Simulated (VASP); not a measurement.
# Ru in VASP: notebook, part 2 of 2

VASP 6.6.1. The steps go on from the part before.

**3. Single point, LDA**

This run uses another cell than the first one, of 31.46 Å³/atom, 1.131 times its volume.

The input, INCAR:

```
  ALGO = Normal
  DIPOL = 0.5 0.5 0.324
  EDIFF = 1E-6
  ENCUT = 400
  GGA_COMPAT = False
  IDIPOL = 3
  ISIF = 2
  ISMEAR = 0
  LASPH = True
  LCHARG = False
  LDIPOL = True
  LREAL = False
  LWAVE = False
  NBANDS = 43
  NELM = 120
  NELMDL = -8
  PREC = Accurate
  SIGMA = 0.1
```

The input, KPOINTS:

```
k-points
0
Gamma
  12 12 1
```

The input, POSCAR:

```
Ru
1.0
    2.6740588505      0.0000000000      0.0000000000
   -1.3370294253      2.3158028958      0.0000000000
    0.0000000000      0.0000000000     25.3999246690
Ru
5
Direct
    0.6666666667      0.3333333333      0.1574807820
    0.3333333333      0.6666666667      0.2406849853
    0.6666666667      0.3333333333      0.3240221034
    0.3333333333      0.6666666667      0.4078536871
    0.6666666667      0.3333333333      0.4881874585
```

Potentials or basis: VASP PAW LDA potentials, release 64 (Ru_pv).

Command:

```bash
$ cat potpaw_LDA.64/Ru_pv/POTCAR > POTCAR
$ mpirun -np 1 vasp_std > vasp.out
```

OUTCAR:

```text
EDIFF = 1E-6
   ENCUT = 400
   ISIF = 2
   ISMEAR = 0
   LASPH = True
   LREAL = False
   NELM = 120
   NELMDL = -8
   PREC = Accurate

 ion  position               nearest neighbor table
   1  0.667  0.333  0.157-   2 2.62   2 2.62   2 2.62
   2  0.333  0.667  0.241-   1 2.62   1 2.62   1 2.62   3 2.62   3 2.62   3 2.62
   3  0.667  0.333  0.324-   2 2.62   2 2.62   2 2.62   4 2.63   4 2.63   4 2.63
   4  0.333  0.667  0.408-   5 2.56   5 2.56   5 2.56   3 2.63   3 2.63   3 2.63
   5  0.667  0.333  0.488-   4 2.56   4 2.56   4 2.56

  LATTYP: Found a hexagonal cell.
 ALAT       =     2.6740588505
 C/A-ratio  =     9.4986408636

  Lattice vectors:

 A1 = (   2.6740588505,   0.0000000000,   0.0000000000)
 A2 = (  -1.3370294253,   2.3158028958,   0.0000000000)
 A3 = (   0.0000000000,   0.0000000000,  25.3999246690)

Analysis of symmetry for initial positions (statically):
=====================================================================
 Subroutine PRICEL returns:
 Original cell was already a primitive cell.

 Routine SETGRP: Setting up the symmetry group for a
 hexagonal supercell.

 Subroutine GETGRP returns: Found  6 space group operations
 (whereof  6 operations were pure point group operations)
 out of a pool of 24 trial point group operations.

The static configuration has the point symmetry C_3v.

Analysis of symmetry for dynamics (positions and initial velocities):
=====================================================================
 Subroutine PRICEL returns:
 Original cell was already a primitive cell.

 Routine SETGRP: Setting up the symmetry group for a
 hexagonal supercell.

 Subroutine GETGRP returns: Found  6 space group operations
 (whereof  6 operations were pure point group operations)
 out of a pool of 24 trial point group operations.

The dynamic configuration has the point symmetry C_3v.

 Subroutine INISYM returns: Found  6 space group operations
 (whereof  6 operations are pure point group operations),
 and found     1 'primitive' translations

----------------------------------------------------------------------------------------

                                     Primitive cell

  volume of cell :     157.2914

  direct lattice vectors                    reciprocal lattice vectors
     2.674058850  0.000000000  0.000000000     0.373963348  0.215907840  0.000000000
    -1.337029425  2.315802896  0.000000000     0.000000000  0.431815679  0.000000000
     0.000000000  0.000000000 25.399924669     0.000000000  0.000000000  0.039370196

  length of vectors
     2.674058850  2.674058851 25.399924669     0.431815679  0.431815679  0.039370196

  position of ions in fractional coordinates (direct lattice)
     0.666666667  0.333333333  0.157480782
     0.333333333  0.666666667  0.240684985
     0.666666667  0.333333333  0.324022103
     0.333333333  0.666666667  0.407853687
     0.666666667  0.333333333  0.488187459

  ion indices of the primitive-cell ions
   primitive index   ion index
                 1           1
                 2           2
                 3           3
                 4           4
                 5           5

[... 46 lines left out ...]
  0.333333  0.333333  0.000000      2.000000
   k-points           NKPTS =     19   k-points in BZ     NKDIM =     19   number of bands    NBANDS=     43
   number of dos      NEDOS =    301   number of ions     NIONS =      5
   total plane-waves  NPLWV =  54432
   dimension x,y,z NGX =    18 NGY =   18 NGZ =  168
   dimension x,y,z NGXF=    36 NGYF=   36 NGZF=  336
   ions per type =               5
   NGX,Y,Z   is equivalent  to a cutoff of  11.19, 11.19, 11.00 a.u.
   NGXF,Y,Z  is equivalent  to a cutoff of  22.38, 22.38, 21.99 a.u.
 SYSTEM =  unknown system
   PREC   = accura    normal or accurate (medium, high low for compatibility)
   ISTART =      0    job   : 0-new  1-cont  2-samecut
   ICHARG =      2    charge: 1-file 2-atom 10-const
   ISPIN  =      1    spin polarized calculation?
   LNONCOLLINEAR =      F non collinear calculations
   LSORBIT =      F    spin-orbit coupling
   LASPH  =      T    aspherical Exc in radial PAW
   ENCUT  =  400.0 eV  29.40 Ry    5.42 a.u.   4.36  4.36 41.42*2*pi/ulx,y,z
   NELM   =    120;   NELMIN=  2; NELMDL= -8     # of ELM steps
   EDIFF  = 0.1E-05   stopping-criterion for ELM
   LREAL  =      F    real-space projection
   EDIFFG = 0.1E-04   stopping-criterion for IOM
   NSW    =      0    number of steps for IOM
   IBRION =     -1    ionic relax: 0-MD 1-quasi-New 2-CG
   NFREE  =      0    steps in history (QN), initial steepest desc. (CG)
   ISIF   =      2    stress and relaxation
   ISYM   =      2    0-nonsym 1-usesym 2-fastsym
   POTIM  = 0.5000    time-step for ionic-motion
   TEBEG  =    0.0;   TEEND  =   0.0 temperature during run
   PSTRESS=    0.0 pullay stress
   NELECT =      70.0000    total number of electrons
   NUPDOWN=      -1.0000    fix difference up-down
   EMIN   =  10.00;   EMAX   =-10.00  energy-range for DOS
   EFERMI =   0.00;   METHOD = LEGACY
   ISMEAR =     0;   SIGMA  =   0.10  broadening in eV -4-tet -1-fermi 0-gaus
   EFERMI_NEDOS =   21; number of points for ismear=-14 and -15
   IALGO  =     38    algorithm
   IMIX   =      4    mixing-type and parameters
     AMIX     =   0.40;   BMIX     =  1.00
     AMIX_MAG =   1.60;   BMIX_MAG =  1.00
  volume/ion in A,a.u.               =      31.46       212.29
  Fermi-wavevector in a.u.,A,eV,Ry     =   1.249892  2.361954 21.255433  1.562230
  Thomas-Fermi vector in A             =   2.383912
   LORBIT       =      0    0 simple, 1 ext, 2 COOP (PROOUT), +10 PAW based schemes
   GGA     = CA    functional components
   LHFCALC =     F    Hartree Fock is set to
   AEXX    =    0.0000 exact exchange contribution
   IVDW    =     0    specifies the selected vdW correction
   LEPSILON=     F    determine dielectric tensor
   LRPA    =     F    only Hartree local field effects (RPA)
 non-spin polarized calculation
 Gauss-broadening in eV      SIGMA  =   0.10
  energy-cutoff  :      400.00
  volume of cell :      157.29
 maximum number of plane-waves:      2933
 NGX is ok and might be reduce to    18
   NGX =  9   NGY =  9   NGZ = 83

 dipolmoment           0.000000      0.000000      0.015611 electrons x Angstroem

 number of electron      70.0000022 magnetization

 dipolmoment           0.000000      0.000000     -0.002572 electrons x Angstroem

 Free energy of the ion-electron system (eV)
  ---------------------------------------------------
  ext. energy  EPLUGINS =         0.00000000
  ---------------------------------------------------
  free energy    TOTEN  =       -50.97679982 eV

  energy without entropy =      -50.94700916  energy(sigma->0) =      -50.96190449

 E-fermi :   2.4868     XC(G=0):  -6.9359

 val. band max:        2.4475004124   @ k =   0.1667   0.0833   0.0000
 cond. band min:       2.4893467325   @ k =   0.2500   0.1667   0.0000
 fundamental gap:      0.0418463201
 Fermi energy:         2.4867727746

 k-point     1 :       0.0000    0.0000    0.0000
  band No.  band energies     occupation
      1     -41.1212      2.00000
      2     -40.8292      2.00000
      3     -40.3407      2.00000
      4     -40.1718      2.00000
      5     -40.1718      2.00000
      6     -40.1107      2.00000
[... 863 lines left out ...]
     42      10.1124      0.00000
     43      10.1514      0.00000

------------------------ aborting loop because EDIFF is reached ----------------------------------------

 vacuum level on the upper side and lower side of the slab       (xc-potential included)        -0.241        -0.170

  FORCE on cell =-STRESS in cart. coord.  units (eV):
  Direction    XX          YY          ZZ          XY          YZ          ZX
  --------------------------------------------------------------------------------------
  -------------------------------------------------------------------------------------
  Total       -4.2183520     -4.2183520     -1.6290741      0.0000000      0.0000000     -0.0000000
  in kB      -42.9683243    -42.9683243    -16.5938229      0.0000000      0.0000000     -0.0000000
  external PRESSURE =     -34.1768239 kB  Pullay stress =       0.0000000 kB

 VOLUME and BASIS-vectors are now :
 -----------------------------------------------------------------------------
  energy-cutoff  :      400.00
  volume of cell :      157.29
      direct lattice vectors                 reciprocal lattice vectors
     2.674058850  0.000000000  0.000000000     0.373963348  0.215907840  0.000000000
    -1.337029425  2.315802896  0.000000000     0.000000000  0.431815679  0.000000000
     0.000000000  0.000000000 25.399924669     0.000000000  0.000000000  0.039370196

 POSITION                                       TOTAL-FORCE (eV/Angst)
 -----------------------------------------------------------------------------------
      1.33703      0.77193      4.00000        -0.000000     -0.000000      0.709294
     -0.00000      1.54387      6.11338         0.000000     -0.000000     -0.737317
      1.33703      0.77193      8.23014         0.000000     -0.000000     -0.008938
     -0.00000      1.54387     10.35945        -0.000000      0.000000     -0.042371
      1.33703      0.77193     12.39992         0.000000      0.000000      0.079332
 -----------------------------------------------------------------------------------
    total drift:                                0.000000      0.000000     -0.000134

  FREE ENERGIE OF THE ION-ELECTRON SYSTEM (eV)
  ---------------------------------------------------
  free  energy   TOTEN  =       -50.9767998182 eV

  energy  without entropy=      -50.9470091556  energy(sigma->0) =      -50.96190449

 vacuum level on the upper side and lower side of the slab         7.689         7.761
```

OSZICAR:

```text
N       E                     dE             d eps       ncg     rms          rms(c)
DAV:   1     0.644508143134E+03    0.64451E+03   -0.40508E+04  2106   0.131E+03
DAV:   2    -0.333123911416E+02   -0.67782E+03   -0.65857E+03  1810   0.432E+02
DAV:   3    -0.540044438950E+02   -0.20692E+02   -0.19702E+02  2097   0.726E+01
[... 26 lines left out ...]
DAV:  30    -0.509767898129E+02   -0.18407E-05   -0.30138E-07   924   0.260E-03    0.243E-03
DAV:  31    -0.509767947460E+02   -0.49332E-05   -0.40409E-07   951   0.303E-03    0.142E-03
DAV:  32    -0.509767977254E+02   -0.29794E-05   -0.28737E-07   897   0.226E-03    0.182E-03
DAV:  33    -0.509767990172E+02   -0.12918E-05   -0.68594E-08   834   0.137E-03    0.140E-03
DAV:  34    -0.509767998182E+02   -0.80105E-06   -0.52051E-08   834   0.913E-04
   1 F= -.50976800E+02 E0= -.50961904E+02  d E =-.297907E-01
```

Wall time 2.5 min (1 thread of Intel Xeon Platinum 8375C at 2.90GHz (Ice Lake), shared host); peak memory 0.21 GiB.

What came out:

* Free energy: -50.9768 eV
* Largest force: 0.737 eV/Å
* Band gap on the k mesh: zero (band 35 reaches 3.99 eV, above the bottom of band 36 at 1.36 eV)

Forces in eV/Å, atoms in the order of the input:
```
Ru   0.000  0.000  0.709
Ru   0.000  0.000 -0.737
Ru   0.000  0.000 -0.009
Ru   0.000  0.000 -0.042
Ru   0.000  0.000  0.079
```
